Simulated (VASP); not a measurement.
Input of a VASP 6.6.1 run:

INCAR

```
PREC = Accurate
ENCUT = 520
EDIFF = 1E-6
ISMEAR = 1
SIGMA = 0.3
LREAL = F
LASPH = T
NELM = 60
ALGO = Normal
ISIF = 2
LWAVE = F
LCHARG = F
GGA = PE
NBANDS = 9
```

Contents of KPOINTS:

```
regular mesh
0
Gamma
  16 16 9
```

The input POSCAR:

```
Be
1.0
    2.2656737714      0.0000000000      0.0000000000
   -1.1328368857      1.9621310427      0.0000000000
    0.0000000000      0.0000000000      3.5587036811
Be
2
Direct
    0.3333333333      0.6666666667      0.2500000000
    0.6666666667      0.3333333333      0.7500000000
```

Potentials or basis: VASP PAW PBE potentials, release 64 (Be).

Launch:

```console
$ cat potpaw_PBE.64/Be/POTCAR > POTCAR
$ mpirun -np 1 vasp_std > vasp.out
```

(1) What does it give for the pressure?

(2) Predict the band gap on the k mesh.

## Answers

(1) 0.1 GPa.

(2) zero (bands 2 and 3 overlap by 1.60 eV).

Caveat: so wide a smearing shifts energies and pressures.
